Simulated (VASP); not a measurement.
Write the native input for VASP 6.6.1 that does the following.

* Task: single point
* Functional: PBE
* Potentials or basis: VASP PAW PBE potentials, release 64 (Ga_d, N)
* Cutoff: 520 eV
* k mesh: 6 × 6 × 6
* Occupations: methfessel-paxton, width 0.05 eV
* Spin: no spin polarisation
* Dipole correction: no
* Further INCAR settings: ALGO = Normal; EDIFF = 1e-06; NBANDS = 16

The structure of GaN lies in POSCAR:

```
GaN
1.0
    0.0000000000      2.2489525415      2.2489525415
    2.2489525415      0.0000000000      2.2489525415
    2.2489525415      2.2489525415      0.0000000000
Ga N
1 1
Direct
    0.0000000000      0.0000000000      0.0000000000
    0.2500000000      0.2500000000      0.2500000000
```

The input as run:

INCAR

```
SYSTEM = GaN
ALGO = Normal ; EDIFF = 1E-6
ENCUT = 520 ; GGA = PE
ISIF = 2 ; ISMEAR = 1
LASPH = .TRUE. ; LCHARG = .TRUE.
LELF = .TRUE. ; LREAL = .FALSE.
LVHAR = .TRUE. ; LWAVE = .FALSE.
NBANDS = 16 ; NELM = 100
PREC = Accurate ; SIGMA = 0.05
```

KPOINTS

```
k-points
0
G
  6 6 6
  0 0 0
```

Potentials or basis: VASP PAW PBE potentials, release 64 (Ga_d, N).

The run is started by

```bash
$ cat potpaw_PBE.64/Ga_d/POTCAR potpaw_PBE.64/N/POTCAR > POTCAR
$ mpirun -np 1 vasp_std > vasp.out
```

Results of the run:

- Pressure: 6.2 GPa
- Band gap on the k mesh: 1.76 eV, direct

It took 5.5 s on 1 thread of Intel(R) Xeon(R) Platinum 8559C (Emerald Rapids), with other jobs on the host, peak memory 0.14 GiB.
